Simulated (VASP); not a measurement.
# LaP (I4/mmm) in VASP: notebook, part 2 of 2

VASP 6.6.1. Earlier steps stand in the parts before.

### Step 3. Single point, LDA (zz strain of +1 %)

Input file INCAR:

```
SYSTEM = LaP
ALGO     = Normal         ! electronic algorithm
EDIFF    = 1E-7           ! SCF threshold, eV
ENCUT    = 520            ! plane-wave cutoff, eV
ISIF     = 2              ! what is computed and relaxed
ISMEAR   = -1             ! smearing method
LASPH    = .True.         ! aspherical terms in the spheres
LCHARG   = .True.         ! write CHGCAR
LELF     = .True.         ! ELF
LREAL    = .False.        ! projectors in reciprocal space
LVHAR    = .True.       
LWAVE    = .False.        ! write WAVECAR
NBANDS   = 15             ! bands
NELM     = 60             ! most SCF steps
PREC     = Accurate       ! precision mode
SIGMA    = 0.03           ! smearing width, eV
```

Input file KPOINTS:

```
k-points
0
Gamma
  10 10 10
  0 0 0
```

Input file POSCAR:

```
LaP
1.0
    0.0000000000      3.0125000000      3.0426250000
    3.0125000000      0.0000000000      3.0426250000
    3.0125000000      3.0125000000      0.0000000000
La P
1 1
Direct
    0.0000000000      0.0000000000      0.0000000000
    0.5000000000      0.5000000000      0.5000000000
```

Potentials or basis: VASP PAW LDA potentials, release 64 (La, P).

Run with:

```console
cat potpaw_LDA.64/La/POTCAR potpaw_LDA.64/P/POTCAR > POTCAR
mpirun -np 1 vasp_std > vasp.out
```

Run time: 2 min. Hardware: 1 thread of Intel Xeon 8259CL, shared host; peak memory 0.24 GiB.

Results (log left out):

```
Free energy            : -14.6700 eV
Pressure               : -3.9 GPa
Band gap on the k mesh : zero (bands 8 and 9 overlap by 0.20 eV)
```

Stress tensor (GPa, compression positive):
```
-3.49  0.00  0.00
 0.00 -3.49  0.00
 0.00  0.00 -4.73
```

Levels at points of the mesh, in eV from the Fermi level:
| k point | band 5 | band 6 | band 7 | band 8 | band 9 | band 10 | band 11 | band 12 |
| --- | --- | --- | --- | --- | --- | --- | --- | --- |
| (0.00, 0.00, 0.00) | -9.09 | 0.08 | 0.12 | 0.12 | 1.68 | 1.77 | 1.77 | 2.48 |
| (0.50, 0.00, 0.00) | -7.62 | -3.03 | -1.63 | -1.63 | 2.35 | 2.60 | 2.61 | 2.87 |
| (0.50, 0.50, 0.00) | -8.71 | -0.92 | -0.12 | -0.08 | -0.08 | 2.74 | 2.78 | 2.84 |
| (0.50, 0.00, 0.50) | -8.71 | -0.84 | -0.13 | -0.12 | -0.09 | 2.73 | 2.77 | 2.84 |

Caveat: the cell differs from its parent crystal (zz strain of +1 %); the cell stands under tension; spin-orbit coupling is left out, which moves the levels of the heavy elements.

### Step 4. Single point, LDA (zz strain of +2 %)

Input file INCAR:

```
SYSTEM = LaP
PREC = Accurate ; ENCUT = 520
EDIFF = 1E-6 ; ISMEAR = -1
SIGMA = 0.03 ; LREAL = .False.
LASPH = .True. ; NELM = 60
ALGO = Normal ; ISIF = 2
LWAVE = .False. ; LCHARG = .False.
GGA = CA ; NBANDS = 15
```

Input file KPOINTS:

```
Automatic mesh
0
Gamma
  10 10 10
  0 0 0
```

Input file POSCAR:

```
LaP
1.0
    0.0000000000      3.0125000000      3.0727500000
    3.0125000000      0.0000000000      3.0727500000
    3.0125000000      3.0125000000      0.0000000000
La P
1 1
Direct
    0.0000000000      0.0000000000      0.0000000000
    0.5000000000      0.5000000000      0.5000000000
```

Potentials or basis: VASP PAW LDA potentials, release 64 (La, P).

Run with:

```console
cat potpaw_LDA.64/La/POTCAR potpaw_LDA.64/P/POTCAR > POTCAR
mpirun -np 1 vasp_std > vasp.out
```

OUTCAR:

```text
SYSTEM = LaP
   PREC = Accurate
   ENCUT = 520
   EDIFF = 1E-6
   ISMEAR = -1
   LREAL = .False.
   LASPH = .True.
   NELM = 60
   ISIF = 2
   GGA = CA

 ion  position               nearest neighbor table
   1  0.000  0.000  0.000-   2 3.01   2 3.01   2 3.01   2 3.01   2 3.07   2 3.07
   2  0.500  0.500  0.500-   1 3.01   1 3.01   1 3.01   1 3.01   1 3.07   1 3.07

  LATTYP: Found a body centered tetragonal cell.
 ALAT       =     4.2603183566
 C/A-ratio  =     1.4424978336

[... 619 lines left out ...]

------------------------ aborting loop because EDIFF is reached ----------------------------------------

  FORCE on cell =-STRESS in cart. coord.  units (eV):
  Direction    XX          YY          ZZ          XY          YZ          ZX
  --------------------------------------------------------------------------------------
  -------------------------------------------------------------------------------------
  Total       -1.2926841     -1.2926841     -2.0977128      0.0000000     -0.0000000      0.0000000
  in kB      -37.1357022    -37.1357022    -60.2622399      0.0000000     -0.0000000      0.0000000
  external PRESSURE =     -44.8445481 kB  Pullay stress =       0.0000000 kB

 VOLUME and BASIS-vectors are now :
 -----------------------------------------------------------------------------
  energy-cutoff  :      520.00
  volume of cell :       55.77
      direct lattice vectors                 reciprocal lattice vectors
     0.000000000  3.012500000  3.072750000    -0.165975104  0.165975104  0.162720690
     3.012500000  0.000000000  3.072750000     0.165975104 -0.165975104  0.162720690
     3.012500000  3.012500000  0.000000000     0.165975104  0.165975104 -0.162720690

 POSITION                                       TOTAL-FORCE (eV/Angst)
 -----------------------------------------------------------------------------------
      0.00000      0.00000      0.00000        -0.000000      0.000000      0.000000
      3.01250      3.01250      3.07275         0.000000     -0.000000     -0.000000
 -----------------------------------------------------------------------------------
    total drift:                                0.000000     -0.000000     -0.000000

  FREE ENERGIE OF THE ION-ELECTRON SYSTEM (eV)
  ---------------------------------------------------
  free  energy   TOTEN  =       -14.6516572634 eV

  energy  without entropy=      -14.6509158844  energy(sigma->0) =      -14.65128657
```

OSZICAR:

```text
N       E                     dE             d eps       ncg     rms          rms(c)
DAV:   1     0.124619893847E+03    0.12462E+03   -0.56943E+03  3076   0.137E+03
DAV:   2    -0.126771739492E+01   -0.12589E+03   -0.11384E+03  3808   0.198E+02
DAV:   3    -0.144605114781E+02   -0.13193E+02   -0.12629E+02  4653   0.995E+01
DAV:   4    -0.150192142649E+02   -0.55870E+00   -0.55603E+00  5451   0.162E+01
DAV:   5    -0.150389600722E+02   -0.19746E-01   -0.19741E-01  4128   0.261E+00    0.416E+00
DAV:   6    -0.146765723880E+02    0.36239E+00   -0.14886E+00  5273   0.501E+00    0.281E+00
DAV:   7    -0.146575109442E+02    0.19061E-01   -0.72351E-02  5376   0.161E+00    0.133E+00
DAV:   8    -0.146520878343E+02    0.54231E-02   -0.13725E-02  5392   0.125E+00    0.214E-01
DAV:   9    -0.146516964866E+02    0.39135E-03   -0.16218E-03  5740   0.371E-01    0.131E-01
DAV:  10    -0.146516858901E+02    0.10596E-04   -0.63216E-04  5277   0.267E-01    0.504E-02
DAV:  11    -0.146516631947E+02    0.22695E-04   -0.35868E-04  5498   0.185E-01    0.146E-02
DAV:  12    -0.146516573507E+02    0.58440E-05   -0.49330E-05  5495   0.629E-02    0.306E-03
DAV:  13    -0.146516572634E+02    0.87237E-07   -0.83108E-07  3059   0.890E-03
   1 F= -.14651657E+02 E0= -.14651287E+02  d E =-.741379E-03
```

stdout:

```text
POSCAR found type information on POSCAR LaP
 POSCAR found :  2 types and       2 ions
 scaLAPACK will be used
 LDA part: xc-table for (Slater(with rela. corr.)+CA(PZ))
 , standard interpolation
 POSCAR, INCAR and KPOINTS ok, starting setup
 FFT: planning ... GRIDC
 FFT: planning ... GRID_SOFT
 FFT: planning ... GRID
 WAVECAR not read
 entering main loop
```

Wall time 1.8 min (1 thread of Intel Xeon 8259CL, shared host); peak memory 0.24 GiB.

What came out:

```yaml
Free_energy: -14.6517 eV
Pressure: -4.5 GPa
Band_gap_on_the_k_mesh: zero (bands 8 and 9 overlap by 0.21 eV)
```

Caveat: the cell differs from its parent crystal (zz strain of +2 %); the cell stands under tension; spin-orbit coupling is left out, which moves the levels of the heavy elements.

### Step 5. Overview

```csv
cell,gap on the mesh (eV),pressure (GPa)
"a = 4.239, b = 4.239, c = 4.260 Å, angles 59.8, 59.8, 60.3°, 2 atoms",none,-2.5
"a = 4.282, b = 4.282, c = 4.260 Å, angles 60.2, 60.2, 59.7°, 2 atoms",none,-3.9
"a = 4.303, b = 4.303, c = 4.260 Å, angles 60.3, 60.3, 59.3°, 2 atoms",none,-4.5
```

Alike in all rows: task single point; level LDA; potentials or basis VASP PAW LDA potentials, release 64 (La, P); no spin polarisation; k mesh 10 × 10 × 10; cutoff (eV) 520; smearing fermi-dirac 0.03 eV.

Caveats: spin-orbit coupling is left out, which moves the levels of the heavy elements; the cell stands under tension (at least some runs).

Absolute energies hang on the potentials; compare differences alone.
